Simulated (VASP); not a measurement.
# Al in VASP: a series of runs, part 2 of 2

VASP 6.6.1. The steps go on from the part before.

## (3) Single point, PBE (engineering shear strain xy -0.0350, strain +e along x and -e along y +0.0000)

File INCAR:

```
SYSTEM = Al
  ALGO = Fast
  EDIFF = 1E-6
  ENCUT = 520
  GGA = PE
  ISIF = 2
  ISMEAR = 0
  LASPH = .TRUE.
  LCHARG = .TRUE.
  LELF = .TRUE.
  LREAL = .FALSE.
  LVHAR = .TRUE.
  LWAVE = .FALSE.
  NBANDS = 8
  NELM = 80
  PREC = Accurate
  SIGMA = 0.15
```

File KPOINTS:

```
k-points
0
G
  20 20 20
  0 0 0
```

File POSCAR:

```
Al
1.0
   -1.6458166693      1.6458166693      1.6175102401
    1.6458166693     -1.6458166693      1.6175102401
    1.5892038109      1.5892038109     -1.6175102401
Al
1
Direct
    0.0000000000      0.0000000000      0.0000000000
```

Potentials or basis: VASP PAW PBE potentials, release 64 (Al).

The run is started by

```console
cat potpaw_PBE.64/Al/POTCAR > POTCAR
mpirun -np 1 vasp_std > vasp.out
```

OUTCAR:

```text
SYSTEM = Al
   EDIFF = 1E-6
   ENCUT = 520
   GGA = PE
   ISIF = 2
   ISMEAR = 0
   LASPH = .TRUE.
   LREAL = .FALSE.
   NELM = 80
   PREC = Accurate

 ion  position               nearest neighbor table
   1  0.000  0.000  0.000-

  LATTYP: Found a face centered orthorhombic cell.
 ALAT       =     3.2350204802
 B/A-ratio  =     1.3894648250
 C/A-ratio  =     1.4389622997

  Lattice vectors:

 A1 = (  -0.0566128584,   3.2350204802,   0.0000000000)
 A2 = (  -1.6458166693,   1.6458166693,   1.6175102401)
 A3 = (   1.5892038109,   1.5892038109,   1.6175102401)

Analysis of symmetry for initial positions (statically):
=====================================================================
 Subroutine PRICEL returns:
 Original cell was already a primitive cell.

 Routine SETGRP: Setting up the symmetry group for a
 face centered orthorhombic supercell.

 Subroutine GETGRP returns: Found  8 space group operations
 (whereof  8 operations were pure point group operations)
 out of a pool of  8 trial point group operations.

[... 157 lines left out ...]
  ---------------------------------------------------
  free energy    TOTEN  =        -3.64963584 eV

  energy without entropy =       -3.64446481  energy(sigma->0) =       -3.64705032

 E-fermi :   7.7410     XC(G=0): -10.1093

 val. band max:        7.7409556892   @ k =   0.2500   0.2000   0.1000
 cond. band min:       7.7444902161   @ k =  -0.1500   0.3000   0.3500
 fundamental gap:      0.0035345269
 Fermi energy:         7.7409911026

 k-point     1 :       0.0000    0.0000    0.0000
  band No.  band energies     occupation
      1      -3.2175      2.00000
      2      20.6217      0.00000
      3      20.6992      0.00000
      4      21.1004      0.00000
      5      21.5609      0.00000
      6      22.0812      0.00000
      7      22.4508      0.00000
      8      23.8738      0.00000
[... 243 lines left out ...]
 k-point    24 :      -0.3500    0.0500   -0.0000
  band No.  band energies     occupation
      1      -0.2204      2.00000
      2       9.2783      0.00000
      3      14.9885      0.00000
      4      16.8911      0.00000
      5      19.1695      0.00000
      6      20.2562      0.00000
      7      25.1896      0.00000
      8      27.2433      0.00000

 [... further k-points ...]
[... 5 lines left out ...]
  --------------------------------------------------------------------------------------
  -------------------------------------------------------------------------------------
  Total        0.0060967      0.0060967      0.0185555      0.1364427      0.0000000      0.0000000
  in kB        0.5772117      0.5772117      1.7567724     12.9179241      0.0000000      0.0000000
  external PRESSURE =       0.9703986 kB  Pullay stress =       0.0000000 kB

 VOLUME and BASIS-vectors are now :
 -----------------------------------------------------------------------------
  energy-cutoff  :      520.00
  volume of cell :       16.92
      direct lattice vectors                 reciprocal lattice vectors
    -1.645816669  1.645816669  1.617510240     0.005411206  0.309211750  0.309117054
     1.645816669 -1.645816669  1.617510240     0.309211750  0.005411206  0.309117054
     1.589203811  1.589203811 -1.617510240     0.314622956  0.314622956  0.000000000

 POSITION                                       TOTAL-FORCE (eV/Angst)
 -----------------------------------------------------------------------------------
      0.00000      0.00000      0.00000         0.000000      0.000000      0.000000
 -----------------------------------------------------------------------------------
    total drift:                                0.000000      0.000000      0.000000

  FREE ENERGIE OF THE ION-ELECTRON SYSTEM (eV)
  ---------------------------------------------------
  free  energy   TOTEN  =        -3.6496358352 eV

  energy  without entropy=       -3.6444648111  energy(sigma->0) =       -3.64705032
```

OSZICAR:

```text
N       E                     dE             d eps       ncg     rms          rms(c)
DAV:   1    -0.229103323156E+01   -0.22910E+01   -0.85636E+02 18744   0.204E+02
DAV:   2    -0.366624812185E+01   -0.13752E+01   -0.13266E+01 25992   0.184E+01
DAV:   3    -0.367334022009E+01   -0.70921E-02   -0.70883E-02 22856   0.146E+00
DAV:   4    -0.367336152482E+01   -0.21305E-04   -0.21305E-04 27368   0.715E-02
DAV:   5    -0.367336160157E+01   -0.76747E-07   -0.76437E-07 23128   0.290E-03    0.121E+00
RMM:   6    -0.365936852182E+01    0.13993E-01   -0.12751E-03 18656   0.196E-01    0.704E-01
RMM:   7    -0.364961940279E+01    0.97491E-02   -0.39836E-03 21842   0.332E-01    0.114E-01
RMM:   8    -0.364963337041E+01   -0.13968E-04   -0.16978E-04 20496   0.813E-02    0.201E-02
RMM:   9    -0.364963598160E+01   -0.26112E-05   -0.22734E-05 20888   0.294E-02    0.118E-02
RMM:  10    -0.364963583522E+01    0.14638E-06   -0.44953E-06 21360   0.131E-02
   1 F= -.36496358E+01 E0= -.36470503E+01  d E =-.517102E-02
```

Run time: 36 s. Hardware: 1 thread of Intel Xeon 6975P-C (Granite Rapids), shared host; peak memory 0.24 GiB.

What came out:

* Free energy: -3.6496 eV
* Pressure: 0.1 GPa

Caveat: the cell differs from its parent crystal (engineering shear strain xy -0.0350, strain +e along x and -e along y +0.0000).

## (4) Single point, PBE (engineering shear strain xy +0.0000, strain +e along x and -e along y -0.0175)

File INCAR:

```
SYSTEM = Al
PREC = Accurate
ENCUT = 520
EDIFF = 1E-6
ISMEAR = 0
SIGMA = 0.15
LREAL = .FALSE.
LASPH = .TRUE.
NELM = 80
ALGO = Fast
ISIF = 2
LWAVE = .FALSE.
LCHARG = .FALSE.
GGA = PE
NBANDS = 8
```

File KPOINTS:

```
regular mesh
0
G
  20 20 20
  0 0 0
```

File POSCAR:

```
Al
1.0
   -1.5892038109      1.6458166693      1.6175102401
    1.5892038109     -1.6458166693      1.6175102401
    1.5892038109      1.6458166693     -1.6175102401
Al
1
Direct
    0.0000000000      0.0000000000      0.0000000000
```

Potentials or basis: VASP PAW PBE potentials, release 64 (Al).

The run is started by

```console
cat potpaw_PBE.64/Al/POTCAR > POTCAR
mpirun -np 1 vasp_std > vasp.out
```

OUTCAR:

```text
SYSTEM = Al
   PREC = Accurate
   ENCUT = 520
   EDIFF = 1E-6
   ISMEAR = 0
   LREAL = .FALSE.
   LASPH = .TRUE.
   NELM = 80
   ISIF = 2
   GGA = PE

 ion  position               nearest neighbor table
   1  0.000  0.000  0.000-

  LATTYP: Found a body centered orthorhombic cell.
 ALAT       =     3.1784076218
 B/A-ratio  =     1.0178117048
 C/A-ratio  =     1.0356234097

  Lattice vectors:

 A1 = (  -1.5892038109,  -1.6458166693,   1.6175102401)
 A2 = (   1.5892038109,  -1.6458166693,  -1.6175102401)
 A3 = (   1.5892038109,   1.6458166693,   1.6175102401)

[... 437 lines left out ...]
      2       7.3662      1.99949
      3      15.3326      0.00000
      4      16.6530      0.00000
      5      18.8121      0.00000
      6      20.3048      0.00000
      7      25.7916      0.00000
      8      27.4848      0.00000

 [... further k-points ...]
[... 5 lines left out ...]
  --------------------------------------------------------------------------------------
  -------------------------------------------------------------------------------------
  Total       -0.0658881      0.0721992     -0.0138094      0.0000000      0.0000000     -0.0000000
  in kB       -6.2380569      6.8355677     -1.3074278      0.0000000      0.0000000     -0.0000000
  external PRESSURE =      -0.2366390 kB  Pullay stress =       0.0000000 kB

 VOLUME and BASIS-vectors are now :
 -----------------------------------------------------------------------------
  energy-cutoff  :      520.00
  volume of cell :       16.92
      direct lattice vectors                 reciprocal lattice vectors
    -1.589203811  1.645816669  1.617510240     0.000000000  0.303800544  0.309117054
     1.589203811 -1.645816669  1.617510240     0.314622956  0.000000000  0.309117054
     1.589203811  1.645816669 -1.617510240     0.314622956  0.303800544  0.000000000

 POSITION                                       TOTAL-FORCE (eV/Angst)
 -----------------------------------------------------------------------------------
      0.00000      0.00000      0.00000         0.000000      0.000000      0.000000
 -----------------------------------------------------------------------------------
    total drift:                                0.000000     -0.000000      0.000000

  FREE ENERGIE OF THE ION-ELECTRON SYSTEM (eV)
  ---------------------------------------------------
  free  energy   TOTEN  =        -3.6532043807 eV

  energy  without entropy=       -3.6481457684  energy(sigma->0) =       -3.65067507
```

Run time: 35 s. Hardware: 1 thread of Intel Xeon 6975P-C (Granite Rapids), shared host; peak memory 0.24 GiB.

What came out:

```yaml
Free_energy: -3.6532 eV
Pressure: 0.0 GPa
```

Stress tensor (GPa, compression positive):
```
-0.62  0.00  0.00
 0.00  0.68  0.00
 0.00  0.00 -0.13
```

Levels at points of the mesh, in eV from the Fermi level:
```tsv
k point	band 1	band 2	band 3	band 4
(0.00, 0.00, 0.00)	-10.95	12.73	13.14	13.53
(0.50, 0.00, 0.00)	-4.30	-3.99	8.31	8.59
(0.00, 0.50, 0.00)	-4.13	-3.67	7.67	7.87
(0.50, 0.50, 0.00)	-4.22	-3.82	7.98	8.22
(0.50, 0.50, 0.50)	1.37	1.83	2.32	2.83
```

Caveat: the cell differs from its parent crystal (engineering shear strain xy +0.0000, strain +e along x and -e along y -0.0175).

## (5) Summary

```csv
cell,gap on the mesh (eV),pressure (GPa)
"a = 2.867, b = 2.867, c = 2.737 Å, angles 109.5, 109.5, 111.3°, 1 atom",none,0.5
"a = 2.834, b = 2.834, c = 2.769 Å, angles 109.5, 109.5, 110.4°, 1 atom",none,0.1
"a = 2.802 Å, angles 110.9, 108.1, 109.5°, 1 atom",none,0.0
```

Alike in all rows: task single point; level PBE; potentials or basis VASP PAW PBE potentials, release 64 (Al); no spin polarisation; k mesh 20 × 20 × 20; cutoff (eV) 520; smearing gaussian 0.15 eV.

Total energies depend on the potentials used, so only differences within one code and one set of settings carry meaning.
